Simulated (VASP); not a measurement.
Wanted: the native input for a VASP 6.6.1 run.

```yaml
Task: single point
Functional: PBE
Potentials_or_basis: VASP PAW PBE potentials, release 64 (Gd, N)
Cutoff: 520 eV
k_mesh: 4 × 4 × 2
Occupations: gaussian, width 0.1 eV
Spin: collinear spin, antiferromagnetic start
Starting_moments: "[7.48, 7.48, -7.48, -7.48, 0.0, 0.0, 0.0, 0.0] μB"
Dipole_correction: no
Further_INCAR_settings: ALGO = Normal; EDIFF = 1e-06; NBANDS = 60
```

The structure of GdN lies in POSCAR:

```
GdN
1.0
   -2.0408232322      3.5348094697      0.0000000000
    0.0000000000      0.0000000000      5.0154130389
    6.1224695965      3.5348095274      0.0000000000
Gd N
4 4
Direct
    0.0000000000      0.5000000000      0.3333333333
    0.5000000000      0.5000000000      0.8333333333
    0.5000000000      1.0000000000      0.1666666667
    1.0000000000      1.0000000000      0.6666666667
    0.0000000000      1.0000000000      0.3333333333
    0.5000000000      0.0000000000      0.8333333333
    0.5000000000      0.5000000000      0.1666666667
    1.0000000000      0.5000000000      0.6666666667
```

The input as run:

INCAR

```
SYSTEM = GdN
  PREC = Accurate
  ENCUT = 520
  EDIFF = 1E-6
  ISMEAR = 0
  SIGMA = 0.1
  LREAL = .FALSE.
  LASPH = .TRUE.
  NELM = 150
  ALGO = Normal
  ISIF = 2
  LWAVE = .FALSE.
  LCHARG = .TRUE.
  ISPIN = 2
  MAGMOM = 7.48 7.48 -7.48 -7.48 0 0 0 0
  LORBIT = 11
  LMAXMIX = 6
  GGA = PE
  LELF = .TRUE.
  LVHAR = .TRUE.
  NBANDS = 60
```

KPOINTS

```
Automatic mesh
0
G
  4 4 2
  0 0 0
```

Potentials or basis: VASP PAW PBE potentials, release 64 (Gd, N).

The run is started by

```console
$ cat potpaw_PBE.64/Gd/POTCAR potpaw_PBE.64/N/POTCAR > POTCAR
$ mpirun -np 1 vasp_std > vasp.out
```

It gave:

- Pressure: 0.1 GPa
- Largest force: 0.008 eV/Å
- Band gap on the k mesh: 0.87 eV
- Net moment: 0.00 μB per cell
- Site moments: Gd +6.77, -6.77 (each value once); N +0.02, -0.02 (each value once) μB
- Valence electrons inside the program's atomic spheres: Gd 15.25; N 3.65

Caveat: the k points lie up to 0.44 Å⁻¹ apart; the antiferromagnetic order is the one typed at the start, and another may lie lower; spin-orbit coupling is left out, which moves the levels of the heavy elements; semilocal functionals describe open f shells poorly, which spoils levels, moments and volumes.

It took 39 min on 1 thread of Intel(R) Xeon(R) Platinum 8488C (Sapphire Rapids), with other jobs on the host, peak memory 0.43 GiB.
